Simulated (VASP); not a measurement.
# HgTe (I-4m2) in VASP: single point with PBE

Aim: the single point of HgTe with PBE.

All numbers are computed with VASP 6.6.1; they aren't measurements. Logs are shortened: lines on timing, memory, paths and dates and some standing lists are left out, and cuts for length are marked.

## 1. The cell of the first run

It takes space group I-4m2 (No. 119, tetragonal). Conventional cell: a = 4.512 Å, b = 4.512 Å, c = 6.842 Å, α = 90.00°, β = 90.00°, γ = 90.00°. Within 3.7 Å of Hg (site symmetry -4m2) lie 4 Te at 2.83 Å. Te (site symmetry -4m2) has 4 Hg at 2.83 Å within 3.7 Å.

## 2. Single point, PBE (epitaxial xy strain -3.0%)

Input file INCAR:

```
SYSTEM = HgTe
PREC = Accurate ; ENCUT = 520
EDIFF = 1E-7 ; ISMEAR = -1
SIGMA = 0.02 ; LREAL = .FALSE.
LASPH = .TRUE. ; NELM = 60
ALGO = Normal ; ISIF = 2
LWAVE = .FALSE. ; LCHARG = .FALSE.
GGA = PE ; NBANDS = 16
```

Input file KPOINTS:

```
regular mesh
0
G
  6 6 6
  0 0 0
```

Input file POSCAR:

```
HgTe
1.0
    0.0000000000      3.1904831521      3.4211356199
    3.1904831521      0.0000000000      3.4211356199
    3.1904831521      3.1904831521      0.0000000000
Hg Te
1 1
Direct
    0.0000000000      0.0000000000      0.0000000000
    0.2500000000      0.2500000000      0.2500000000
```

Potentials or basis: VASP PAW PBE potentials, release 64 (Hg, Te).

The run is started by

```console
$ cat potpaw_PBE.64/Hg/POTCAR potpaw_PBE.64/Te/POTCAR > POTCAR
$ mpirun -np 1 vasp_std > vasp.out
```

OUTCAR:

```text
SYSTEM = HgTe
   PREC = Accurate
   ENCUT = 520
   EDIFF = 1E-7
   ISMEAR = -1
   LREAL = .FALSE.
   LASPH = .TRUE.
   NELM = 60
   ISIF = 2
   GGA = PE

 ion  position               nearest neighbor table
   1  0.000  0.000  0.000-   2 2.83   2 2.83   2 2.83   2 2.83
   2  0.250  0.250  0.250-   1 2.83   1 2.83   1 2.83   1 2.83

  LATTYP: Found a body centered tetragonal cell.
 ALAT       =     4.5120245442
 C/A-ratio  =     1.5164525753

  Lattice vectors:

 A1 = (  -3.1904831521,   0.0000000000,   3.4211356199)
 A2 = (   3.1904831521,   0.0000000000,   3.4211356199)
 A3 = (   0.0000000000,   3.1904831521,  -3.4211356199)

Analysis of symmetry for initial positions (statically):
=====================================================================
 Subroutine PRICEL returns:
 Original cell was already a primitive cell.

 Routine SETGRP: Setting up the symmetry group for a
 body centered tetragonal supercell.

 Subroutine GETGRP returns: Found  8 space group operations
 (whereof  8 operations were pure point group operations)
 out of a pool of 16 trial point group operations.

The static configuration has the point symmetry D_2d.

Analysis of symmetry for dynamics (positions and initial velocities):
=====================================================================
 Subroutine PRICEL returns:
 Original cell was already a primitive cell.

 Routine SETGRP: Setting up the symmetry group for a
 body centered tetragonal supercell.

 Subroutine GETGRP returns: Found  8 space group operations
 (whereof  8 operations were pure point group operations)
 out of a pool of 16 trial point group operations.

The dynamic configuration has the point symmetry D_2d.

 Subroutine INISYM returns: Found  8 space group operations
 (whereof  8 operations are pure point group operations),
 and found     1 'primitive' translations

----------------------------------------------------------------------------------------

                                     Primitive cell

  volume of cell :      69.6487

  direct lattice vectors                    reciprocal lattice vectors
     0.000000000  3.190483152  3.421135620    -0.156716076  0.156716076  0.146150301
     3.190483152  0.000000000  3.421135620     0.156716076 -0.156716076  0.146150301
     3.190483152  3.190483152  0.000000000     0.156716076  0.156716076 -0.146150301

  length of vectors
     4.677964480  4.677964480  4.512024544     0.265480258  0.265480258  0.265480258

  position of ions in fractional coordinates (direct lattice)
     0.000000000  0.000000000  0.000000000
     0.250000000  0.250000000  0.250000000

  ion indices of the primitive-cell ions
   primitive index   ion index
                 1           1
                 2           2

----------------------------------------------------------------------------------------

 KPOINTS: regular mesh

Automatic generation of k-mesh.
 Grid dimensions read from file:
 generate k-points for:    6    6    6

 Generating k-lattice:

  Cartesian coordinates                     Fractional coordinates (reciprocal lattice)
    -0.026119346  0.026119346  0.024358383     0.166666667 -0.000000000  0.000000000
     0.026119346 -0.026119346  0.024358383    -0.000000000  0.166666667  0.000000000
     0.026119346  0.026119346 -0.024358383     0.000000000  0.000000000  0.166666667

  Length of vectors
     0.044246710  0.044246710  0.044246710

  Shift w.r.t. Gamma in fractional coordinates (k-lattice)
     0.000000000  0.000000000  0.000000000

 Subroutine IBZKPT returns following result:
 ===========================================

 Found     30 irreducible k-points:

 Following reciprocal coordinates:
            Coordinates               Weight
  0.000000  0.000000  0.000000      1.000000
  0.166667 -0.000000  0.000000      8.000000
  0.333333  0.000000  0.000000      8.000000
  0.500000  0.000000  0.000000      4.000000
  0.166667  0.166667  0.000000      2.000000
  0.333333  0.166667  0.000000      8.000000
[... 16 lines left out ...]
  0.333333  0.000000  0.333333      4.000000
  0.500000  0.000000  0.333333     16.000000
 [... further k-points ...]
   k-points           NKPTS =     30   k-points in BZ     NKDIM =     30   number of bands    NBANDS=     16
   number of dos      NEDOS =    301   number of ions     NIONS =      2
   total plane-waves  NPLWV =  46656
   dimension x,y,z NGX =    36 NGY =   36 NGZ =   36
   dimension x,y,z NGXF=    72 NGYF=   72 NGZF=   72
   ions per type =               1   1
   NGX,Y,Z   is equivalent  to a cutoff of  12.79, 12.79, 13.26 a.u.
   NGXF,Y,Z  is equivalent  to a cutoff of  25.59, 25.59, 26.53 a.u.
 SYSTEM =  HgTe
   PREC   = accura    normal or accurate (medium, high low for compatibility)
   ISTART =      0    job   : 0-new  1-cont  2-samecut
   ICHARG =      2    charge: 1-file 2-atom 10-const
   ISPIN  =      1    spin polarized calculation?
   LNONCOLLINEAR =      F non collinear calculations
   LSORBIT =      F    spin-orbit coupling
   LASPH  =      T    aspherical Exc in radial PAW
   ENCUT  =  520.0 eV  38.22 Ry    6.18 a.u.   8.70  8.70  8.39*2*pi/ulx,y,z
   NELM   =     60;   NELMIN=  2; NELMDL= -5     # of ELM steps
   EDIFF  = 0.1E-06   stopping-criterion for ELM
   LREAL  =      F    real-space projection
   EDIFFG = 0.1E-05   stopping-criterion for IOM
   NSW    =      0    number of steps for IOM
   IBRION =     -1    ionic relax: 0-MD 1-quasi-New 2-CG
   NFREE  =      0    steps in history (QN), initial steepest desc. (CG)
   ISIF   =      2    stress and relaxation
   ISYM   =      2    0-nonsym 1-usesym 2-fastsym
   POTIM  = 0.5000    time-step for ionic-motion
   TEBEG  =    0.0;   TEEND  =   0.0 temperature during run
   PSTRESS=    0.0 pullay stress
   NELECT =      18.0000    total number of electrons
   NUPDOWN=      -1.0000    fix difference up-down
   EMIN   =  10.00;   EMAX   =-10.00  energy-range for DOS
   EFERMI =   0.00;   METHOD = LEGACY
   ISMEAR =    -1;   SIGMA  =   0.02  broadening in eV -4-tet -1-fermi 0-gaus
   EFERMI_NEDOS =   21; number of points for ismear=-14 and -15
   IALGO  =     38    algorithm
   IMIX   =      4    mixing-type and parameters
     AMIX     =   0.40;   BMIX     =  1.00
     AMIX_MAG =   1.60;   BMIX_MAG =  1.00
  volume/ion in A,a.u.               =      34.82       235.01
  Fermi-wavevector in a.u.,A,eV,Ry     =   1.042785  1.970577 14.794971  1.087400
  Thomas-Fermi vector in A             =   2.177465
   LORBIT       =      0    0 simple, 1 ext, 2 COOP (PROOUT), +10 PAW based schemes
   GGA     = PE    functional components
   LHFCALC =     F    Hartree Fock is set to
   AEXX    =    0.0000 exact exchange contribution
   IVDW    =     0    specifies the selected vdW correction
   LEPSILON=     F    determine dielectric tensor
   LRPA    =     F    only Hartree local field effects (RPA)
 non-spin polarized calculation
  energy-cutoff  :      520.00
  volume of cell :       69.65
 maximum number of plane-waves:      1901
   NGX = 17   NGY = 17   NGZ = 17

 number of electron      18.0000003 magnetization

 Free energy of the ion-electron system (eV)
  ---------------------------------------------------
  ext. energy  EPLUGINS =         0.00000000
  ---------------------------------------------------
  free energy    TOTEN  =        -3.60340644 eV

  energy without entropy =       -3.60314962  energy(sigma->0) =       -3.60327803

 E-fermi :   2.8514     XC(G=0):  -8.6044

 val. band max:        2.8514324182   @ k =   0.0000   0.0000   0.0000
 cond. band min:       3.4462414082   @ k =   0.5000   0.0000   0.0000
 fundamental gap:      0.5948089899
 Fermi energy:         2.8514339638

 k-point     1 :       0.0000    0.0000    0.0000
  band No.  band energies     occupation
      1      -8.9818      2.00000
      2      -4.4070      2.00000
      3      -4.3882      2.00000
      4      -4.3882      2.00000
      5      -3.9305      2.00000
      6      -3.8870      2.00000
[... 8 lines left out ...]
     15      11.7322      0.00000
     16      12.0999      0.00000

 k-point     2 :       0.1667   -0.0000    0.0000
  band No.  band energies     occupation
      1      -8.8566      2.00000
      2      -4.3757      2.00000
      3      -4.3536      2.00000
      4      -4.3327      2.00000
      5      -3.9275      2.00000
      6      -3.8935      2.00000
[... 8 lines left out ...]
     15      11.1778      0.00000
     16      11.6003      0.00000

 k-point     3 :       0.3333    0.0000    0.0000
  band No.  band energies     occupation
      1      -8.5885      2.00000
      2      -4.3198      2.00000
      3      -4.2908      2.00000
      4      -4.0681      2.00000
      5      -3.8989      2.00000
      6      -3.8967      2.00000
[... 8 lines left out ...]
     15      11.6500      0.00000
     16      11.7298      0.00000

 k-point     4 :       0.5000    0.0000    0.0000
  band No.  band energies     occupation
      1      -8.4449      2.00000
      2      -4.3000      2.00000
      3      -4.2644      2.00000
      4      -3.8952      2.00000
      5      -3.8912      2.00000
      6      -3.6210      2.00000
[... 8 lines left out ...]
     15      12.6190      0.00000
     16      12.8937      0.00000
[... 324 lines left out ...]
 k-point    22 :      -0.3333    0.5000    0.1667
  band No.  band energies     occupation
      1      -8.2765      2.00000
      2      -4.2012      2.00000
      3      -4.1236      2.00000
      4      -3.9991      2.00000
      5      -3.8887      2.00000
      6      -3.4262      2.00000
[... 8 lines left out ...]
     15      13.5499      0.00000
     16      13.6700      0.00000

 k-point    23 :       0.3333    0.0000    0.3333
  band No.  band energies     occupation
      1      -8.4409      2.00000
      2      -4.2601      2.00000
      3      -4.2179      2.00000
      4      -4.1333      2.00000
      5      -3.8793      2.00000
      6      -3.8268      2.00000
[... 8 lines left out ...]
     15      12.5028      0.00000
     16      14.6015      0.00000

 k-point    24 :       0.5000    0.0000    0.3333
  band No.  band energies     occupation
      1      -8.2966      2.00000
      2      -4.2299      2.00000
      3      -4.1407      2.00000
      4      -4.0629      2.00000
      5      -3.8738      2.00000
      6      -3.5543      2.00000
[... 8 lines left out ...]
     15      12.8874      0.00000
     16      14.0928      0.00000

 [... further k-points ...]

------------------------ aborting loop because EDIFF is reached ----------------------------------------

  FORCE on cell =-STRESS in cart. coord.  units (eV):
  Direction    XX          YY          ZZ          XY          YZ          ZX
  --------------------------------------------------------------------------------------
  -------------------------------------------------------------------------------------
  Total        1.1056070      1.1056070      0.6446510      0.0000000      0.0000000      0.0000000
  in kB       25.4330345     25.4330345     14.8293473      0.0000000      0.0000000      0.0000000
  external PRESSURE =      21.8984721 kB  Pullay stress =       0.0000000 kB

 VOLUME and BASIS-vectors are now :
 -----------------------------------------------------------------------------
  energy-cutoff  :      520.00
  volume of cell :       69.65
      direct lattice vectors                 reciprocal lattice vectors
     0.000000000  3.190483152  3.421135620    -0.156716076  0.156716076  0.146150301
     3.190483152  0.000000000  3.421135620     0.156716076 -0.156716076  0.146150301
     3.190483152  3.190483152  0.000000000     0.156716076  0.156716076 -0.146150301

 POSITION                                       TOTAL-FORCE (eV/Angst)
 -----------------------------------------------------------------------------------
      0.00000      0.00000      0.00000        -0.000000     -0.000000     -0.000000
      1.59524      1.59524      1.71057         0.000000      0.000000      0.000000
 -----------------------------------------------------------------------------------
    total drift:                                0.000000      0.000000     -0.000000

  FREE ENERGIE OF THE ION-ELECTRON SYSTEM (eV)
  ---------------------------------------------------
  free  energy   TOTEN  =        -3.6034064414 eV

  energy  without entropy=       -3.6031496245  energy(sigma->0) =       -3.60327803
```

Wall time 18 s (1 thread of Intel Xeon Platinum 8488C (Sapphire Rapids), shared host); peak memory 0.21 GiB.

What came out:

- Free energy: -3.6034 eV
- Pressure: 2.2 GPa
- Band gap on the k mesh: zero (filled and empty bands touch)

Stress tensor (GPa, compression positive):
```
2.54 0.00 0.00
0.00 2.54 0.00
0.00 0.00 1.48
```

Caveat: the cell differs from its parent crystal (epitaxial xy strain -3.0%); semilocal functionals underestimate gaps, and a narrow one can read as zero; spin-orbit coupling is left out, which moves the levels of the heavy elements.

The gap in the log of VASP goes by the Fermi energy; the results here count the filled bands.